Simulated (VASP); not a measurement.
Input of a VASP 6.6.1 run:

Contents of INCAR:

```
ALGO     = Normal         # electronic algorithm
EDIFF    = 1E-7           # SCF threshold, eV
ENCUT    = 520            # plane-wave cutoff, eV
GGA      = PE             # functional
ISIF     = 2              # what is computed and relaxed
ISMEAR   = 0              # smearing method
LASPH    = T              # aspherical terms in the spheres
LCHARG   = F              # write CHGCAR
LREAL    = F              # projectors in reciprocal space
LWAVE    = F              # write WAVECAR
NBANDS   = 33             # bands
NELM     = 60             # most SCF steps
PREC     = Accurate       # precision mode
SIGMA    = 0.05           # smearing width, eV
```

Contents of KPOINTS:

```
k-points
0
Gamma
  6 6 8
```

Contents of POSCAR:

```
TaN
1.0
    5.3960398706      0.0000000000      0.0000000000
   -2.6980199353      4.6731076078      0.0000000000
    0.0000000000      0.0000000000      3.0230700661
Ta N
3 3
Direct
    0.3333333333      0.6666666667      0.5000000000
    0.6666666667      0.3333333333      0.5000000000
    0.0000000000      0.0000000000      0.0000000000
    0.3928500000      0.0000000000      0.0000000000
    0.6071500000      0.6071500000      0.0000000000
    0.0000000000      0.3928500000      0.0000000000
```

Potentials or basis: VASP PAW PBE potentials, release 64 (Ta_pv, N).

Run with:

```console
$ cat potpaw_PBE.64/Ta_pv/POTCAR potpaw_PBE.64/N/POTCAR > POTCAR
$ mpirun -np 1 vasp_std > vasp.out
```

Q: What does it give for the band gap on the k mesh?

A: Zero (band 24 reaches 8.77 eV, above the bottom of band 25 at 6.03 eV).

Q: Predict the largest force.

A: 0.400 eV/Å.

Q: What does it give for the pressure?

A: -24.5 GPa.

Forces in eV/Å, atoms in the order of the input:
```
Ta   0.000  0.000  0.000
Ta   0.000  0.000  0.000
Ta   0.000  0.000  0.000
N   -0.400  0.000  0.000
N    0.200  0.346  0.000
N    0.200 -0.346  0.000
```

Caveat: spin-orbit coupling is left out, which moves the levels of the heavy elements.
